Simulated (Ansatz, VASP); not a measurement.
Ba: VASP beside Ansatz

Contents of INCAR:

```
SYSTEM = Ba
ALGO     = Normal         ! electronic algorithm
EDIFF    = 1E-6           ! SCF threshold, eV
ENCUT    = 520            ! plane-wave cutoff, eV
GGA      = PE             ! functional
ISIF     = 2              ! what is computed and relaxed
ISMEAR   = 0              ! smearing method
LASPH    = .TRUE.         ! aspherical terms in the spheres
LCHARG   = .FALSE.        ! write CHGCAR
LREAL    = .FALSE.        ! projectors in reciprocal space
LWAVE    = .FALSE.        ! write WAVECAR
NBANDS   = 17             ! bands
NELM     = 80             ! most SCF steps
PREC     = Accurate       ! precision mode
SIGMA    = 0.1            ! smearing width, eV
```

The input KPOINTS:

```
k-points
0
G
  3 3 4
  0 0 0
```

POSCAR

```
Ba
1.0
    6.4052841500      0.0000000000      0.0000000000
   -3.2026420800      5.5471387900      0.0000000000
    0.0000000000      0.0000000000      5.4776597000
Ba
2
Direct
    0.0000000000      0.0000000000      0.2666746400
    0.0000000000      0.0000000000      0.7333253600
```

Input for Ansatz:

```yaml
crystal:
  lattice:
    - [6.40528415, 0.0, 0.0]
    - [-3.20264208, 5.54713879, 0.0]
    - [0.0, 0.0, 5.4776597]
  atoms:
    - { symbol: Ba, position: [0.0, 0.0, 0.26667464] }
    - { symbol: Ba, position: [0.0, 0.0, 0.73332536] }
basis:
  ecutwfc: 420
kpoints:
  mp_grid: { grid: [3, 3, 4] }
hamiltonian:
  xc: pbe
scf:
  occupations: { method: gaussian, width: 0.1 }
  lower_state_search: "off"
output:
  forces: true
  stress: true
  eigenvalues: true
```

Alike in both runs: task single point; functional PBE; k mesh 3 × 3 × 4; occupations gaussian, width 0.1 eV; no spin polarisation.

```csv
,VASP,Ansatz
version,VASP 6.6.1,Ansatz 0.2.0
potentials or method,"VASP PAW PBE potentials, release 64 (Ba_sv), cutoff 520 eV","scalar-relativistic, plane waves, PAW"
valence electrons in the cell,20,20
```

Ansatz gave:

```
gap on the k mesh at the Fermi level (eV)                     : none
pressure (GPa)                                                : 4.9
traceless stress, the component that is largest in VASP (GPa) : 12.23
rms of the force components (eV/Å)                            : 3.077
```

Q: Which values does VASP return?

A: gap on the k mesh at the Fermi level (eV): none; pressure (GPa): 5.9; traceless stress, the component that is largest in VASP (GPa): 14.06; rms of the force components (eV/Å): 3.683.

Atom by atom the forces differ by 0.606 eV/Å (rms over components). A gap of «none» marks a metal or a gap that the smearing closes.

The k mesh is coarse, so the values compare programs but aren't converged. Neither program's run includes spin-orbit coupling.
